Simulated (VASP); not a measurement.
Here is a VASP 6.6.1 calculation.

Contents of INCAR:

```
SYSTEM = Al2Au
PREC = Accurate
ENCUT = 600
EDIFF = 1E-7
ISMEAR = 0
SIGMA = 0.1
LREAL = .False.
LASPH = .True.
NELM = 80
ALGO = Normal
ISIF = 3
LWAVE = .False.
LCHARG = .False.
GGA = PE
IBRION = 2
NSW = 100
EDIFFG = -0.002
```

The input KPOINTS:

```
regular mesh
0
Gamma
  12 12 12
  0 0 0
```

The input POSCAR:

```
Al2Au
1.0
    0.0000000000      3.0023346600      3.0023346600
    3.0023346600      0.0000000000      3.0023346600
    3.0023346600      3.0023346600      0.0000000000
Al Au
2 1
Direct
    0.2500000000      0.2500000000      0.2500000000
    0.7500000000      0.7500000000      0.7500000000
    0.0000000000      0.0000000000      0.0000000000
```

Potentials or basis: VASP PAW PBE potentials, release 64 (Al, Au).

The run is started by

```sh
$ cat potpaw_PBE.64/Al/POTCAR potpaw_PBE.64/Au/POTCAR > POTCAR
$ mpirun -np 1 vasp_std > vasp.out
```

Q: What does it give for the space group after relaxing (to 0.05 Å)?

A: Fm-3m (No. 225).

Q: Predict the relaxed volume.

A: 18.52 Å³/atom.

Q: What does it give for the relaxed cell?

A: a = 4.283 Å, b = 4.283 Å, c = 4.283 Å, α = 60.00°, β = 60.00°, γ = 60.00°.

Final structure:
```
CELL_PARAMETERS angstrom
0.00000 3.02854 3.02854
3.02854 0.00000 3.02854
3.02854 3.02854 0.00000
ATOMIC_POSITIONS crystal
Al 0.25000 0.25000 0.25000
Al 0.75000 0.75000 0.75000
Au 0.00000 0.00000 0.00000
```
